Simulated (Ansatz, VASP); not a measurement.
## Fe in VASP and in Ansatz

File INCAR:

```
PREC = Accurate ; ENCUT = 520
EDIFF = 1E-7 ; ISMEAR = 1
SIGMA = 1.0 ; LREAL = F
LASPH = T ; NELM = 150
ALGO = Normal ; ISIF = 2
LWAVE = F ; LCHARG = F
ISPIN = 2 ; MAGMOM = 2.208
LORBIT = 11 ; LMAXMIX = 4
GGA = PE ; NBANDS = 14
```

Contents of KPOINTS:

```
Automatic mesh
0
Gamma
  15 15 15
```

POSCAR

```
Fe
1.0
   -1.4163059769      1.4163059769      1.4163059769
    1.4163059769     -1.4163059769      1.4163059769
    1.4163059769      1.4163059769     -1.4163059769
Fe
1
Direct
    0.0000000000      0.0000000000      0.0000000000
```

Input for Ansatz:

```yaml
crystal:
  lattice:
    - [-1.4163059769, 1.4163059769, 1.4163059769]
    - [1.4163059769, -1.4163059769, 1.4163059769]
    - [1.4163059769, 1.4163059769, -1.4163059769]
  atoms:
    - { symbol: Fe, position: [0.0, 0.0, 0.0], spin: 2.208 }
hamiltonian:
  xc: pbe
  pseudopotentials:
    kind: paw
    azcp:
      Fe: "pseudopotentials/Fe.paw.azcp"
basis:
  ecutwfc: 420
  fft_grid_basis: typed
kpoints:
  mp_grid: { grid: [15, 15, 15], shift: [0, 0, 0] }
magnetization:
  spin_polarized: true
scf:
  occupations: { method: methfessel_paxton, width: 1.0 }
  lower_state_search: "off"
output:
  stress: true
```

Alike in both runs: task single point; functional PBE; k mesh 15 × 15 × 15; occupations methfessel-paxton of order 1, width 1 eV; collinear spin.

```csv
,VASP,Ansatz
version,VASP 6.6.1,Ansatz 0.2.0
potentials or method,"VASP PAW PBE potentials, release 64 (Fe), cutoff 520 eV","plane waves (420 eV) with PAW, scalar-relativistic"
valence electrons in the cell,8,16
```

|  | VASP | Ansatz | Ansatz less VASP |
| --- | --- | --- | --- |
| pressure (GPa) | -1.2 | -1.2 | 0.00 |
| net moment per atom (μB) | 2.21 | 2.19 | -0.024 |
| size of the moment on the site where the two differ most (μB) | 2.21 | 2.24 | +0.027 |

Site moments also hang on the region over which each program counts them. VASP's potentials hold 8 valence electrons a cell and Ansatz's 16, so a difference there can come from the potentials and not from the codes. Ansatz's warnings: stability check not made.
